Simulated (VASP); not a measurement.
Wanted: the native input for a VASP 6.6.1 run.

* Task: single point
* Functional: r2SCAN
* Potentials or basis: VASP PAW PBE potentials, release 64 (Be)
* Cutoff: 660 eV
* k mesh: 10 × 10 × 10
* Occupations: gaussian, width 0.1 eV
* Spin: no spin polarisation
* Dipole correction: no
* Further INCAR settings: ALGO = Normal; EDIFF = 1e-06; NBANDS = 7

The system is Be.

```
Be
1.0
    -1.41361    1.41361    1.32223
     1.41361   -1.41361    1.32223
     1.41361    1.41361   -1.32223
Be
1
Direct
  0.00000 0.00000 0.00000
```

These files were run (other wordings do the same):

POSCAR

```
Be
1.0
   -1.4136124988      1.4136124988      1.3222337796
    1.4136124988     -1.4136124988      1.3222337796
    1.4136124988      1.4136124988     -1.3222337796
Be
1
Direct
    0.0000000000      0.0000000000      0.0000000000
```

INCAR.step1

```
ALGO = Normal
EDIFF = 1E-5
ENCUT = 660
GGA = PE
GGA_COMPAT = F
ISMEAR = 0
LASPH = T
LCHARG = F
LREAL = F
LWAVE = T
NBANDS = 7
NELM = 120
PREC = Accurate
SIGMA = 0.1
```

INCAR.step2

```
ALGO = Normal
EDIFF = 1E-6
ENCUT = 660
GGA_COMPAT = F
ISIF = 2
ISMEAR = 0
ISTART = 1
LASPH = T
LCHARG = F
LMIXTAU = T
LREAL = F
LWAVE = F
METAGGA = R2SCAN
NBANDS = 7
NELM = 120
PREC = Accurate
SIGMA = 0.1
```

KPOINTS

```
k-points
0
Gamma
  10 10 10
```

Potentials or basis: VASP PAW PBE potentials, release 64 (Be).

Run with:

```console
$ cat potpaw_PBE.64/Be/POTCAR > POTCAR
$ cp INCAR.step1 INCAR
$ mpirun -np 1 vasp_std > vasp.out
$ cp INCAR.step2 INCAR
$ mpirun -np 1 vasp_std > vasp.out
```

Results of the run:

* Pressure: -22.1 GPa
* Band gap on the k mesh: zero (bands 1 and 2 overlap by 3.76 eV)

Caveat: the stress differs along the axes, from -26 to -20 GPa; the PAW data sets were made with another functional, which shifts forces and pressure a little.

Wall time 21 s on 1 thread of AMD EPYC 7R13 Processor (Zen 3), on a shared host, peak memory 0.09 GiB.
